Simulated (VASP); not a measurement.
# CuSn4 in VASP: further runs

Runs on CuSn4. Level: PBE. Tasks: single point, relaxation of cell and atoms.

All numbers are computed with VASP 6.6.1; they aren't measurements. Logs are shortened: lines on timing, memory, paths and dates and some standing lists are left out, and cuts for length are marked.

## 1. The cell of the first run

The typed cell holds 5 atoms: a = 5.564 Å, b = 5.564 Å, c = 5.564 Å, α = 109.47°, β = 109.47°, γ = 109.47°.

The cell was built from a structure type or drawn by symmetry, and may not be a known phase.

## 2. Single point, PBE

File INCAR:

```
SYSTEM = CuSn4
  ALGO = Normal
  EDIFF = 1E-6
  ENCUT = 520
  GGA = PE
  ISIF = 2
  ISMEAR = 0
  LASPH = .True.
  LCHARG = .True.
  LELF = .True.
  LREAL = .False.
  LVHAR = .True.
  LWAVE = .False.
  NBANDS = 42
  NELM = 80
  PREC = Accurate
  SIGMA = 0.1
```

File KPOINTS:

```
k-points
0
Gamma
  4 4 4
  0 0 0
```

File POSCAR:

```
CuSn4
1.0
   -3.2123266477      3.2123266477      3.2123266477
    3.2123266477     -3.2123266477      3.2123266477
    3.2123266477      3.2123266477     -3.2123266477
Cu Sn
1 4
Direct
    0.0000000000      0.0000000000      0.0000000000
    0.0000000000      0.0000000000      0.5000234980
    0.5000234980      0.0000000000      0.0000000000
    0.0000000000      0.5000234980      0.0000000000
    0.4999765020      0.4999765020      0.4999765020
```

Potentials or basis: VASP PAW PBE potentials, release 64 (Cu, Sn_d).

Command:

```console
> cat potpaw_PBE.64/Cu/POTCAR potpaw_PBE.64/Sn_d/POTCAR > POTCAR
> mpirun -np 1 vasp_std > vasp.out
```

OUTCAR:

```text
SYSTEM = CuSn4
   EDIFF = 1E-6
   ENCUT = 520
   GGA = PE
   ISIF = 2
   ISMEAR = 0
   LASPH = .True.
   LREAL = .False.
   NELM = 80
   PREC = Accurate

 ion  position               nearest neighbor table
   1  0.000  0.000  0.000-   2 2.78   3 2.78   4 2.78   5 2.78   4 2.78   2 2.78   3 2.78   5 2.78

   2  0.000  0.000  0.500-   1 2.78   1 2.78   3 3.21   5 3.21   4 3.21   3 3.21   4 3.21   5 3.21

   3  0.500  0.000  0.000-   1 2.78   1 2.78   4 3.21   5 3.21   2 3.21   2 3.21   4 3.21   5 3.21

   4  0.000  0.500  0.000-   1 2.78   1 2.78   3 3.21   2 3.21   2 3.21   3 3.21   5 3.21   5 3.21

   5  0.500  0.500  0.500-   1 2.78   1 2.78   4 3.21   3 3.21   2 3.21   2 3.21   3 3.21   4 3.21

  LATTYP: Found a body centered cubic cell.
 ALAT       =     6.4246532954

  Lattice vectors:

 A1 = (  -3.2123266477,   3.2123266477,   3.2123266477)
 A2 = (   3.2123266477,  -3.2123266477,   3.2123266477)
 A3 = (   3.2123266477,   3.2123266477,  -3.2123266477)

Analysis of symmetry for initial positions (statically):
=====================================================================
 Subroutine PRICEL returns:
 Original cell was already a primitive cell.

 Routine SETGRP: Setting up the symmetry group for a
 body centered cubic supercell.

 Subroutine GETGRP returns: Found 24 space group operations
 (whereof 24 operations were pure point group operations)
 out of a pool of 48 trial point group operations.

The static configuration has the point symmetry T_d .

Analysis of symmetry for dynamics (positions and initial velocities):
=====================================================================
 Subroutine PRICEL returns:
 Original cell was already a primitive cell.

 Routine SETGRP: Setting up the symmetry group for a
 body centered cubic supercell.

 Subroutine GETGRP returns: Found 24 space group operations
 (whereof 24 operations were pure point group operations)
 out of a pool of 48 trial point group operations.

The dynamic configuration has the point symmetry T_d .

 Subroutine INISYM returns: Found 24 space group operations
 (whereof 24 operations are pure point group operations),
 and found     1 'primitive' translations

----------------------------------------------------------------------------------------

                                     Primitive cell

  volume of cell :     132.5925

  direct lattice vectors                    reciprocal lattice vectors
    -3.212326648  3.212326648  3.212326648     0.000000000  0.155650423  0.155650423
     3.212326648 -3.212326648  3.212326648     0.155650423  0.000000000  0.155650423
     3.212326648  3.212326648 -3.212326648     0.155650423  0.155650423  0.000000000

  length of vectors
     5.563912964  5.563912964  5.563912964     0.220122939  0.220122939  0.220122939

  position of ions in fractional coordinates (direct lattice)
     0.000000000  0.000000000  0.000000000
     0.000000000  0.000000000  0.500023498
     0.500023498  0.000000000  0.000000000
     0.000000000  0.500023498  0.000000000
     0.499976502  0.499976502  0.499976502

  ion indices of the primitive-cell ions
   primitive index   ion index
                 1           1
                 2           2
                 3           3
                 4           4
                 5           5

----------------------------------------------------------------------------------------

 KPOINTS: k-points

Automatic generation of k-mesh.
 Grid dimensions read from file:
 generate k-points for:    4    4    4

 Generating k-lattice:

  Cartesian coordinates                     Fractional coordinates (reciprocal lattice)
     0.000000000  0.038912606  0.038912606     0.250000000  0.000000000  0.000000000
     0.038912606  0.000000000  0.038912606     0.000000000  0.250000000  0.000000000
     0.038912606  0.038912606  0.000000000     0.000000000  0.000000000  0.250000000

  Length of vectors
     0.055030735  0.055030735  0.055030735

  Shift w.r.t. Gamma in fractional coordinates (k-lattice)
     0.000000000  0.000000000  0.000000000

 Subroutine IBZKPT returns following result:
 ===========================================

 Found      8 irreducible k-points:

 Following reciprocal coordinates:
            Coordinates               Weight
  0.000000  0.000000  0.000000      1.000000
  0.250000  0.000000  0.000000     12.000000
  0.500000  0.000000  0.000000      6.000000
  0.250000  0.250000  0.000000     24.000000
  0.250000  0.250000  0.250000      2.000000
 -0.250000  0.250000  0.250000      6.000000
  0.500000  0.500000  0.250000     12.000000
  0.500000  0.500000  0.500000      1.000000
   k-points           NKPTS =      8   k-points in BZ     NKDIM =      8   number of bands    NBANDS=     42
   number of dos      NEDOS =    301   number of ions     NIONS =      5
   total plane-waves  NPLWV =  74088
   dimension x,y,z NGX =    42 NGY =   42 NGZ =   42
   dimension x,y,z NGXF=    84 NGYF=   84 NGZF=   84
   ions per type =               1   4
   NGX,Y,Z   is equivalent  to a cutoff of  12.55, 12.55, 12.55 a.u.
   NGXF,Y,Z  is equivalent  to a cutoff of  25.10, 25.10, 25.10 a.u.
 SYSTEM =  CuSn4
   PREC   = accura    normal or accurate (medium, high low for compatibility)
   ISTART =      0    job   : 0-new  1-cont  2-samecut
   ICHARG =      2    charge: 1-file 2-atom 10-const
   ISPIN  =      1    spin polarized calculation?
   LNONCOLLINEAR =      F non collinear calculations
   LSORBIT =      F    spin-orbit coupling
   LASPH  =      T    aspherical Exc in radial PAW
   ENCUT  =  520.0 eV  38.22 Ry    6.18 a.u.  10.35 10.35 10.35*2*pi/ulx,y,z
   NELM   =     80;   NELMIN=  2; NELMDL= -5     # of ELM steps
   EDIFF  = 0.1E-05   stopping-criterion for ELM
   LREAL  =      F    real-space projection
   EDIFFG = 0.1E-04   stopping-criterion for IOM
   NSW    =      0    number of steps for IOM
   IBRION =     -1    ionic relax: 0-MD 1-quasi-New 2-CG
   NFREE  =      0    steps in history (QN), initial steepest desc. (CG)
   ISIF   =      2    stress and relaxation
   ISYM   =      2    0-nonsym 1-usesym 2-fastsym
   POTIM  = 0.5000    time-step for ionic-motion
   TEBEG  =    0.0;   TEEND  =   0.0 temperature during run
   PSTRESS=    0.0 pullay stress
   NELECT =      67.0000    total number of electrons
   NUPDOWN=      -1.0000    fix difference up-down
   EMIN   =  10.00;   EMAX   =-10.00  energy-range for DOS
   EFERMI =   0.00;   METHOD = LEGACY
   ISMEAR =     0;   SIGMA  =   0.10  broadening in eV -4-tet -1-fermi 0-gaus
   EFERMI_NEDOS =   21; number of points for ismear=-14 and -15
   IALGO  =     38    algorithm
   IMIX   =      4    mixing-type and parameters
     AMIX     =   0.40;   BMIX     =  1.00
     AMIX_MAG =   1.60;   BMIX_MAG =  1.00
  volume/ion in A,a.u.               =      26.52       178.96
  Fermi-wavevector in a.u.,A,eV,Ry     =   1.303947  2.464103 23.133697  1.700279
  Thomas-Fermi vector in A             =   2.434916
   LORBIT       =      0    0 simple, 1 ext, 2 COOP (PROOUT), +10 PAW based schemes
   GGA     = PE    functional components
   LHFCALC =     F    Hartree Fock is set to
   AEXX    =    0.0000 exact exchange contribution
   IVDW    =     0    specifies the selected vdW correction
   LEPSILON=     F    determine dielectric tensor
   LRPA    =     F    only Hartree local field effects (RPA)
 non-spin polarized calculation
 Gauss-broadening in eV      SIGMA  =   0.10
  energy-cutoff  :      520.00
  volume of cell :      132.59
 maximum number of plane-waves:      3592
 NGX is ok and might be reduce to    42
   NGX = 21   NGY = 21   NGZ = 21

 number of electron      67.0000043 magnetization

 Free energy of the ion-electron system (eV)
  ---------------------------------------------------
  ext. energy  EPLUGINS =         0.00000000
  ---------------------------------------------------
  free energy    TOTEN  =       -18.48873476 eV

  energy without entropy =      -18.46629303  energy(sigma->0) =      -18.47751390

 E-fermi :   6.6203     XC(G=0): -10.0142

 val. band max:        6.6081209757   @ k =   0.2500   0.2500   0.0000
 cond. band min:       6.8872521178   @ k =   0.0000   0.0000   0.0000
 fundamental gap:      0.2791311421
 Fermi energy:         6.6203069360

 k-point     1 :       0.0000    0.0000    0.0000
  band No.  band energies     occupation
      1     -14.7002      2.00000
      2     -14.7002      2.00000
      3     -14.6189      2.00000
      4     -14.6037      2.00000
      5     -14.6037      2.00000
      6     -14.5867      2.00000
[... 34 lines left out ...]
     41      10.9700      0.00000
     42      14.6946      0.00000

 k-point     2 :       0.2500    0.0000    0.0000
  band No.  band energies     occupation
      1     -14.6823      2.00000
      2     -14.6532      2.00000
      3     -14.6023      2.00000
      4     -14.5994      2.00000
      5     -14.5889      2.00000
      6     -14.5806      2.00000
[... 34 lines left out ...]
     41      11.4366      0.00000
     42      13.0017      0.00000

 k-point     3 :       0.5000    0.0000    0.0000
  band No.  band energies     occupation
      1     -14.6412      2.00000
      2     -14.6409      2.00000
      3     -14.5636      2.00000
      4     -14.5609      2.00000
      5     -14.5586      2.00000
      6     -14.5570      2.00000
[... 34 lines left out ...]
     41      11.9877      0.00000
     42      12.6738      0.00000

 k-point     4 :       0.2500    0.2500    0.0000
  band No.  band energies     occupation
      1     -14.6472      2.00000
      2     -14.5962      2.00000
      3     -14.5962      2.00000
      4     -14.5826      2.00000
      5     -14.5723      2.00000
      6     -14.5494      2.00000
[... 34 lines left out ...]
     41      11.5834      0.00000
     42      11.8233      0.00000

 k-point     5 :       0.2500    0.2500    0.2500
  band No.  band energies     occupation
      1     -14.5387      2.00000
      2     -14.5387      2.00000
      3     -14.5387      2.00000
      4     -14.5357      2.00000
      5     -14.5357      2.00000
      6     -14.5357      2.00000
[... 34 lines left out ...]
     41       8.5685      0.00000
     42      14.8200      0.00000

 k-point     6 :      -0.2500    0.2500    0.2500
  band No.  band energies     occupation
      1     -14.6937      2.00000
      2     -14.6231      2.00000
      3     -14.6231      2.00000
      4     -14.6050      2.00000
      5     -14.5943      2.00000
      6     -14.5631      2.00000
[... 34 lines left out ...]
     41      11.8923      0.00000
     42      12.6424      0.00000

 k-point     7 :       0.5000    0.5000    0.2500
  band No.  band energies     occupation
      1     -14.6675      2.00000
      2     -14.6675      2.00000
      3     -14.6411      2.00000
      4     -14.5862      2.00000
      5     -14.5840      2.00000
      6     -14.5712      2.00000
[... 34 lines left out ...]
     41      11.5972      0.00000
     42      12.8979      0.00000

 k-point     8 :       0.5000    0.5000    0.5000
  band No.  band energies     occupation
      1     -14.6873      2.00000
      2     -14.6873      2.00000
      3     -14.6873      2.00000
      4     -14.5953      2.00000
      5     -14.5953      2.00000
      6     -14.5953      2.00000
[... 34 lines left out ...]
     41      13.5312      0.00000
     42      13.5387      0.00000

------------------------ aborting loop because EDIFF is reached ----------------------------------------

  FORCE on cell =-STRESS in cart. coord.  units (eV):
  Direction    XX          YY          ZZ          XY          YZ          ZX
  --------------------------------------------------------------------------------------
  -------------------------------------------------------------------------------------
  Total       -0.0901580     -0.0901580     -0.0901580     -0.0000000      0.0000000      0.0000000
  in kB       -1.0894212     -1.0894212     -1.0894212     -0.0000000      0.0000000      0.0000000
  external PRESSURE =      -1.0894212 kB  Pullay stress =       0.0000000 kB

 VOLUME and BASIS-vectors are now :
 -----------------------------------------------------------------------------
  energy-cutoff  :      520.00
  volume of cell :      132.59
      direct lattice vectors                 reciprocal lattice vectors
    -3.212326648  3.212326648  3.212326648     0.000000000  0.155650423  0.155650423
     3.212326648 -3.212326648  3.212326648     0.155650423  0.000000000  0.155650423
     3.212326648  3.212326648 -3.212326648     0.155650423  0.155650423  0.000000000

 POSITION                                       TOTAL-FORCE (eV/Angst)
 -----------------------------------------------------------------------------------
      0.00000      0.00000      0.00000         0.000000     -0.000000     -0.000000
      1.60624      1.60624     -1.60624        -0.000235     -0.000235      0.000235
     -1.60624      1.60624      1.60624         0.000235     -0.000235     -0.000235
      1.60624     -1.60624      1.60624        -0.000235      0.000235     -0.000235
      1.60609      1.60609      1.60609         0.000235      0.000235      0.000235
 -----------------------------------------------------------------------------------
    total drift:                                0.000000      0.000000      0.000000

  FREE ENERGIE OF THE ION-ELECTRON SYSTEM (eV)
  ---------------------------------------------------
  free  energy   TOTEN  =       -18.4887347647 eV

  energy  without entropy=      -18.4662930344  energy(sigma->0) =      -18.47751390
```

It took 76 s on 1 thread of AMD EPYC 7R13, shared host; peak memory 0.23 GiB.

What came out:

| Item | Value |
| --- | --- |
| Free energy | -18.4887 eV |
| Pressure | -0.1 GPa |
| Band gap on the k mesh | zero (an odd number of electrons rules out a gap without spin polarisation) |

Levels at points of the mesh, in eV from the Fermi level:
| k point | band 30 | band 31 | band 32 | band 33 | band 34 | band 35 | band 36 | band 37 |
| --- | --- | --- | --- | --- | --- | --- | --- | --- |
| (0.00, 0.00, 0.00) | -2.27 | -2.27 | -2.27 | -1.76 | -1.76 | -1.76 | 0.27 | 3.17 |
| (0.50, 0.00, 0.00) | -2.47 | -2.09 | -0.38 | 0.29 | 0.54 | 0.73 | 2.36 | 2.38 |
| (0.50, 0.50, 0.50) | -2.44 | -2.44 | -1.87 | 0.60 | 0.60 | 0.60 | 4.51 | 4.51 |

Caveat: spin-orbit coupling is left out, which moves the levels of the heavy elements.

## 3. Single point, PBE

This run uses another cell than the first one, of 26.30 Å³/atom.

File INCAR:

```
PREC     = Accurate       # precision mode
ENCUT    = 520            # plane-wave cutoff, eV
EDIFF    = 1E-6           # SCF threshold, eV
ISMEAR   = 0              # smearing method
SIGMA    = 0.1            # smearing width, eV
LREAL    = F              # projectors in reciprocal space
LASPH    = T              # aspherical terms in the spheres
NELM     = 60             # most SCF steps
ALGO     = Fast           # electronic algorithm
ISIF     = 2              # what is computed and relaxed
LWAVE    = F              # write WAVECAR
LCHARG   = F              # write CHGCAR
GGA      = PE             # functional
NBANDS   = 42             # bands
```

File KPOINTS:

```
Automatic mesh
0
Gamma
  8 8 8
```

File POSCAR:

```
CuSn4
1.0
   -3.2034823255      3.2034823255      3.2034823255
    3.2034823255     -3.2034823255      3.2034823255
    3.2034823255      3.2034823255     -3.2034823255
Cu Sn
1 4
Direct
    0.0000000000      0.0000000000      0.0000000000
    0.0000000000      0.0000000000      0.5000000000
    0.5000000000      0.0000000000      0.0000000000
    0.0000000000      0.5000000000      0.0000000000
    0.5000000000      0.5000000000      0.5000000000
```

Potentials or basis: VASP PAW PBE potentials, release 64 (Cu, Sn_d).

Command:

```console
> cat potpaw_PBE.64/Cu/POTCAR potpaw_PBE.64/Sn_d/POTCAR > POTCAR
> mpirun -np 1 vasp_std > vasp.out
```

OUTCAR:

```text
PREC = Accurate
   ENCUT = 520
   EDIFF = 1E-6
   ISMEAR = 0
   LREAL = F
   LASPH = T
   NELM = 60
   ISIF = 2
   GGA = PE

 ion  position               nearest neighbor table
   1  0.000  0.000  0.000-   2 2.77   3 2.77   4 2.77   5 2.77   2 2.77   4 2.77   3 2.77   5 2.77

   2  0.000  0.000  0.500-   1 2.77   1 2.77   4 3.20   5 3.20   3 3.20   4 3.20   3 3.20   5 3.20

   3  0.500  0.000  0.000-   1 2.77   1 2.77   4 3.20   5 3.20   5 3.20   2 3.20   2 3.20   4 3.20
[... 1289 lines left out ...]
  --------------------------------------------------------------------------------------
  -------------------------------------------------------------------------------------
  Total       -0.0323332     -0.0323332     -0.0323332     -0.0000000     -0.0000000     -0.0000000
  in kB       -0.3939424     -0.3939424     -0.3939424     -0.0000000     -0.0000000     -0.0000000
  external PRESSURE =      -0.3939424 kB  Pullay stress =       0.0000000 kB

 VOLUME and BASIS-vectors are now :
 -----------------------------------------------------------------------------
  energy-cutoff  :      520.00
  volume of cell :      131.50
      direct lattice vectors                 reciprocal lattice vectors
    -3.203482326  3.203482326  3.203482326     0.000000000  0.156080149  0.156080149
     3.203482326 -3.203482326  3.203482326     0.156080149  0.000000000  0.156080149
     3.203482326  3.203482326 -3.203482326     0.156080149  0.156080149  0.000000000

 POSITION                                       TOTAL-FORCE (eV/Angst)
 -----------------------------------------------------------------------------------
      0.00000      0.00000      0.00000         0.000000      0.000000     -0.000000
      1.60174      1.60174     -1.60174        -0.000000     -0.000000     -0.000000
     -1.60174      1.60174      1.60174         0.000000     -0.000000      0.000000
      1.60174     -1.60174      1.60174        -0.000000      0.000000      0.000000
      1.60174      1.60174      1.60174         0.000000      0.000000     -0.000000
 -----------------------------------------------------------------------------------
    total drift:                               -0.000000     -0.000000      0.000000

  FREE ENERGIE OF THE ION-ELECTRON SYSTEM (eV)
  ---------------------------------------------------
  free  energy   TOTEN  =       -18.4568176477 eV

  energy  without entropy=      -18.4455946019  energy(sigma->0) =      -18.45120612
```

Wall time 4.4 min (1 thread of AMD EPYC 7R13, shared host); peak memory 0.3 GiB.

Results:

```yaml
Free_energy: -18.4568 eV
Pressure: 0.0 GPa
Band_gap_on_the_k_mesh: zero (an odd number of electrons rules out a gap without spin polarisation)
```

Caveat: spin-orbit coupling is left out, which moves the levels of the heavy elements.

[end of part 1 of 2]
